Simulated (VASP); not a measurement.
# Re (P6_3/mmc) in VASP: settings compared, part 2 of 2

VASP 6.6.1. The steps go on from the part before.

**4. Single point, r2SCAN**

The input, POSCAR:

```
Re
1.0
    2.7663873939      0.0000000000      0.0000000000
   -1.3831936969      2.3957617598      0.0000000000
    0.0000000000      0.0000000000      8.9388451600
Re
4
Direct
    0.6666666667      0.3333333333      0.7500000000
    0.0000000000      0.0000000000      0.5000000000
    0.3333333333      0.6666666667      0.2500000000
    0.0000000000      0.0000000000      0.0000000000
```

The input, INCAR.step1:

```
PREC = Accurate ; ENCUT = 520
ISMEAR = -1 ; SIGMA = 0.05
LREAL = False ; LASPH = True
NELM = 60 ; NBANDS = 22
GGA = PE ; ALGO = Normal
EDIFF = 1E-4 ; LWAVE = True
LCHARG = False
```

The input, INCAR.step2:

```
PREC = Accurate ; ENCUT = 520
EDIFF = 1E-7 ; ISMEAR = -1
SIGMA = 0.05 ; LREAL = False
LASPH = True ; NELM = 60
ALGO = Normal ; ISIF = 2
LWAVE = False ; LCHARG = True
METAGGA = R2SCAN ; LMIXTAU = True
LELF = True ; LVHAR = True
NBANDS = 22 ; ISTART = 1
```

The input, KPOINTS:

```
Automatic mesh
0
Gamma
  11 11 3
```

Potentials or basis: VASP PAW PBE potentials, release 64 (Re).

Command:

```
> cat potpaw_PBE.64/Re/POTCAR > POTCAR
> cp INCAR.step1 INCAR
> mpirun -np 1 vasp_std > vasp.out
> cp INCAR.step2 INCAR
> mpirun -np 1 vasp_std > vasp.out
```

OUTCAR:

```text
PREC = Accurate
   ENCUT = 520
   EDIFF = 1E-7
   ISMEAR = -1
   LREAL = False
   LASPH = True
   NELM = 60
   ISIF = 2
   METAGGA = R2SCAN
   ISTART = 1

 ion  position               nearest neighbor table
   1  0.667  0.333  0.750-   2 2.75   4 2.75   2 2.75   4 2.75   2 2.75   4 2.75
   2  0.000  0.000  0.500-   1 2.75   3 2.75   3 2.75   1 2.75   1 2.75   3 2.75
   3  0.333  0.667  0.250-   2 2.75   4 2.75   2 2.75   4 2.75   2 2.75   4 2.75
   4  0.000  0.000  0.000-   1 2.75   3 2.75   3 2.75   1 2.75   1 2.75   3 2.75

  LATTYP: Found a hexagonal cell.
[... 802 lines left out ...]
  --------------------------------------------------------------------------------------
  -------------------------------------------------------------------------------------
  Total       -1.2717136     -1.2717136     -0.9507968     -0.0000000     -0.0000000      0.0000000
  in kB      -34.3923502    -34.3923502    -25.7134446     -0.0000000     -0.0000000      0.0000000
  external PRESSURE =     -31.4993817 kB  Pullay stress =       0.0000000 kB

 VOLUME and BASIS-vectors are now :
 -----------------------------------------------------------------------------
  energy-cutoff  :      520.00
  volume of cell :       59.24
      direct lattice vectors                 reciprocal lattice vectors
     2.766387394  0.000000000  0.000000000     0.361482272  0.208701887  0.000000000
    -1.383193697  2.395761760  0.000000000     0.000000000  0.417403774  0.000000000
     0.000000000  0.000000000  8.938845160     0.000000000  0.000000000  0.111871274

 POSITION                                       TOTAL-FORCE (eV/Angst)
 -----------------------------------------------------------------------------------
      1.38319      0.79859      6.70413         0.000000     -0.000000     -0.000000
      0.00000      0.00000      4.46942         0.000000      0.000000     -0.000000
     -0.00000      1.59717      2.23471        -0.000000      0.000000      0.000000
      0.00000      0.00000      0.00000         0.000000      0.000000     -0.000000
 -----------------------------------------------------------------------------------
    total drift:                               -0.000000      0.000000      0.000000

  FREE ENERGIE OF THE ION-ELECTRON SYSTEM (eV)
  ---------------------------------------------------
  free  energy   TOTEN  =      -209.8165296465 eV

  energy  without entropy=     -209.7935342466  energy(sigma->0) =     -209.80503195
```

OUTCAR.step1:

```text
PREC = Accurate
   ENCUT = 520
   ISMEAR = -1
   LREAL = False
   LASPH = True
   NELM = 60
[... 830 lines left out ...]
      0.00000      0.00000      4.46942        -0.000000      0.000000     -0.000000
     -0.00000      1.59717      2.23471        -0.000000      0.000000      0.000000
      0.00000      0.00000      0.00000        -0.000000      0.000000     -0.000000
 -----------------------------------------------------------------------------------
    total drift:                               -0.000000      0.000000      0.000000

  FREE ENERGIE OF THE ION-ELECTRON SYSTEM (eV)
  ---------------------------------------------------
  free  energy   TOTEN  =       -49.7071383622 eV

  energy  without entropy=      -49.6827465324  energy(sigma->0) =      -49.69494245
```

OSZICAR.step1:

```text
N       E                     dE             d eps       ncg     rms          rms(c)
DAV:   1     0.168231339220E+03    0.16823E+03   -0.12489E+04  2684   0.158E+03
DAV:   2    -0.271374371057E+02   -0.19537E+03   -0.17783E+03  2730   0.677E+02
DAV:   3    -0.503618406308E+02   -0.23224E+02   -0.19683E+02  2710   0.314E+02
DAV:   4    -0.523019821138E+02   -0.19401E+01   -0.17367E+01  2294   0.781E+01
DAV:   5    -0.525067103668E+02   -0.20473E+00   -0.19044E+00  2550   0.149E+01    0.596E+01
DAV:   6    -0.504257354403E+02    0.20810E+01   -0.21135E+00  2272   0.324E+01    0.241E+01
DAV:   7    -0.497316567215E+02    0.69408E+00   -0.16393E+00  2368   0.264E+01    0.121E+00
DAV:   8    -0.497215872639E+02    0.10069E-01   -0.11948E-01  2736   0.601E+00    0.726E-01
DAV:   9    -0.497080062925E+02    0.13581E-01   -0.28138E-02  2734   0.372E+00    0.320E-01
DAV:  10    -0.497071152688E+02    0.89102E-03   -0.29211E-03  2344   0.743E-01    0.613E-02
DAV:  11    -0.497071383622E+02   -0.23093E-04   -0.13283E-04  1360   0.318E-01
   1 F= -.49707138E+02 E0= -.49694942E+02  d E =-.243918E-01
```

Wall time 2.1 min (1 thread of Intel Xeon 6975P-C (Granite Rapids), shared host); peak memory 0.21 GiB.

What came out:

```yaml
Free_energy: -209.8165 eV
Pressure: -3.1 GPa
Band_gap_on_the_k_mesh: zero (bands 14 and 15 overlap by 2.44 eV)
```

Levels at points of the mesh, in eV from the Fermi level:
```tsv
k point	band 10	band 11	band 12	band 13	band 14	band 15	band 16	band 17	band 18	band 19
(0.00, 0.00, 0.00)	-1.95	-1.70	-1.25	-1.25	-1.15	-1.15	0.42	0.71	0.71	1.60
```

Caveat: the cell stands under tension; the PAW data sets were made with another functional, which shifts forces and pressure a little; spin-orbit coupling is left out, which moves the levels of the heavy elements.

**5. Relaxation of cell and atoms, BLYP**

The input, INCAR:

```
PREC = Accurate
ENCUT = 600
EDIFF = 1E-7
ISMEAR = -1
SIGMA = 0.05
LREAL = False
LASPH = True
NELM = 100
ALGO = Normal
ISIF = 3
LWAVE = False
LCHARG = False
GGA = B5
ALDAX = 1.0
AGGAX = 1.0
AGGAC = 1.0
ALDAC = 0.0
IBRION = 2
NSW = 60
EDIFFG = -0.01
```

KPOINTS is that of step 4.

POSCAR is that of step 4.

Command:

```
> cat potpaw_PBE.64/Re/POTCAR > POTCAR
> mpirun -np 1 vasp_std > vasp.out
```

It took 3.5 min on 1 thread of Intel Xeon 6975P-C (Granite Rapids), shared host; peak memory 0.23 GiB.

It converged, with:

```yaml
Free_energy: -43.0735 eV
Relaxed_volume: 15.61 Å³/atom
Relaxed_cell: a = 2.816 Å, b = 2.816 Å, c = 9.091 Å, α = 90.00°, β = 90.00°, γ = 120.00°
Space_group_after_relaxing_to_0.1_Å: P6_3/mmc (No. 194)
Energy_gained_by_relaxing: 45.8 meV/atom
Ionic_steps: 9
Pressure_after_relaxing: 0.0 GPa
```

Step by step:
```
step  energy change (eV)  largest force (eV/Å)  pressure (GPa)  volume (Å³)
   1              0.0000                0.0000           19.32        59.24
   2              1.8616                0.0000          -40.15        75.92
   3             -0.1817                0.0000           -1.51        62.72
   4             -0.1830                0.0000           -0.11        62.45
   5             -0.1830                0.0000            0.22        62.39
   6             -0.1830                0.0000            0.22        62.39
   7             -0.1830                0.0000            0.23        62.39
   8             -0.1830                0.0000            0.11        62.41
   9             -0.1831                0.0000           -0.01        62.43
```

Final structure:
```yaml
crystal:
  lattice:
    - [2.81609, 0.00000, 0.00000]
    - [-1.40805, 2.43881, 0.00000]
    - [0.00000, 0.00000, 9.09079]
  atoms:
    - { symbol: Re, position: [0.66667, 0.33333, 0.75000] }
    - { symbol: Re, position: [0.00000, 0.00000, 0.50000] }
    - { symbol: Re, position: [0.33333, 0.66667, 0.25000] }
    - { symbol: Re, position: [0.00000, 0.00000, 0.00000] }
```

Levels at points of the mesh, in eV from the Fermi level:
```csv
k point,band 11,band 12,band 13,band 14,band 15,band 16,band 17,band 18
"(0.00, 0.00, 0.00)",-1.54,-1.16,-1.16,-1.07,-1.07,0.54,0.54,0.73
```

Caveat: the highest band is partly filled, so the run has too few bands; the PAW data sets were made with another functional, which shifts forces and pressure a little; spin-orbit coupling is left out, which moves the levels of the heavy elements.

**6. Single point, r2SCAN, non-collinear spin, zero start, spin-orbit coupling**

POSCAR is that of step 5.

The input, INCAR.step1:

```
PREC = Accurate
ENCUT = 520
ISMEAR = -1
SIGMA = 0.05
LREAL = F
LASPH = T
NELM = 150
MAGMOM = 0 0 0 0 0 0 0 0 0 0 0 0
LSORBIT = T
GGA_COMPAT = F
LMAXMIX = 4
NBANDS = 42
GGA = PE
ALGO = Normal
EDIFF = 1E-4
LWAVE = T
LCHARG = F
```

The input, INCAR.step2:

```
PREC = Accurate
ENCUT = 520
EDIFF = 1E-6
ISMEAR = -1
SIGMA = 0.05
LREAL = F
LASPH = T
NELM = 150
ALGO = Normal
ISIF = 2
LWAVE = F
LCHARG = T
MAGMOM = 0 0 0 0 0 0 0 0 0 0 0 0
LORBIT = 11
LSORBIT = T
GGA_COMPAT = F
LORBMOM = T
LMAXMIX = 4
METAGGA = R2SCAN
LMIXTAU = T
LVHAR = T
NBANDS = 42
ISTART = 1
```

The input, KPOINTS:

```
Automatic mesh
0
Gamma
  8 8 3
```

Potentials or basis: VASP PAW PBE potentials, release 64 (Re).

Command:

```
> cat potpaw_PBE.64/Re/POTCAR > POTCAR
> cp INCAR.step1 INCAR
> mpirun -np 1 vasp_ncl > vasp.out
> cp INCAR.step2 INCAR
> mpirun -np 1 vasp_ncl > vasp.out
```

Run time: 6.7 min. Hardware: 1 thread of Intel Xeon 6975P-C (Granite Rapids), shared host; peak memory 0.44 GiB.

Results (log left out):

| Quantity | Value |
| --- | --- |
| Free energy | -211.0775 eV |
| Pressure | -1.9 GPa |
| Net moment | 0.00 μB per cell |
| Valence electrons inside the program's atomic spheres | Re 6.07, 6.10 (each value once) |

Stress tensor (GPa, compression positive):
```
-1.70  0.00  0.00
 0.00 -1.70  0.00
 0.00  0.00 -2.25
```

Moments on the atoms (μB; x, y, z):
```
Re  0.00 0.00 0.00
Re  0.00 0.00 0.00
Re  0.00 0.00 0.00
Re  0.00 0.00 0.00
```

Caveat: the PAW data sets were made with another functional, which shifts forces and pressure a little.

**7. Overview**

| task | level | spin | cell | k mesh | cutoff (eV) | smearing | gap on the mesh (eV) | pressure (GPa) |
| --- | --- | --- | --- | --- | --- | --- | --- | --- |
| single point | PBE | off | a = 2.766, b = 2.766, c = 8.939 Å, angles 90.0, 90.0, 120.0°, 4 atoms | 11 × 11 × 3 | 520 | gaussian 0.024 eV | none | 2.9 |
| single point | BLYP | off | a = 2.811, b = 2.811, c = 9.075 Å, angles 90.0, 90.0, 120.0°, 4 atoms | 11 × 11 × 3 | 520 | fermi-dirac 0.05 eV | none | 1.8 |
| single point | r2SCAN | off | a = 2.766, b = 2.766, c = 8.939 Å, angles 90.0, 90.0, 120.0°, 4 atoms | 11 × 11 × 3 | 520 | fermi-dirac 0.05 eV | none | -3.1 |
| relaxation of cell and atoms | BLYP | off | relaxed from a = 2.766, b = 2.766, c = 8.939 Å, angles 90.0, 90.0, 120.0°, 4 atoms | 11 × 11 × 3 | 600 | fermi-dirac 0.05 eV | - | 0.0 |
| single point | r2SCAN | non-collinear, zero start, SOC | a = 2.766, b = 2.766, c = 8.939 Å, angles 90.0, 90.0, 120.0°, 4 atoms | 8 × 8 × 3 | 520 | fermi-dirac 0.05 eV | - | -1.9 |

Alike in all rows: potentials or basis VASP PAW PBE potentials, release 64 (Re).

The pressure there spans -3.1 GPa (r2SCAN) to 2.9 GPa (PBE); a positive pressure means that this level wants a larger cell, a negative one a smaller.

Caveats: spin-orbit coupling is left out, which moves the levels of the heavy elements (at least some runs); the PAW data sets were made with another functional, which shifts forces and pressure a little (at least some runs); the cell stands under tension (at least some runs); the highest band is partly filled, so the run has too few bands (at least some runs).

Total energies depend on the potentials used, so only differences within one code and one set of settings carry meaning.
